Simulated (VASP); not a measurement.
The system is BaS.

```
Ba S
1.0
     3.83376    0.00000    0.00000
     0.00000    3.83376    0.00000
     0.00000    0.00000    3.83376
Ba S
1 1
Direct
  0.00000 0.00000 0.00000
  0.50000 0.50000 0.50000
```

Base run:

* Program: VASP 6.6.1
* Functional: r2SCAN
* Potentials or basis: VASP PAW PBE potentials, release 64 (Ba_sv, S)
* Cutoff: 520 eV
* k mesh: 6 × 6 × 6
* Occupations: gaussian, width 0.01 eV
* Spin: no spin polarisation

Its results: band gap on the k mesh 1.81 eV (least direct gap 1.91 eV); electronic dielectric tensor (diagonal) 5.57.

Task: The run is repeated on the same cell with these changes: functional from r2SCAN to PBE. What comes out?

Result: Band gap on the k mesh 1.44 eV (least direct gap 1.55 eV); electronic dielectric tensor (diagonal) 6.62.

Caveats: spin-orbit coupling is left out, which moves the levels of the heavy elements.

A k mesh can miss the band edges.
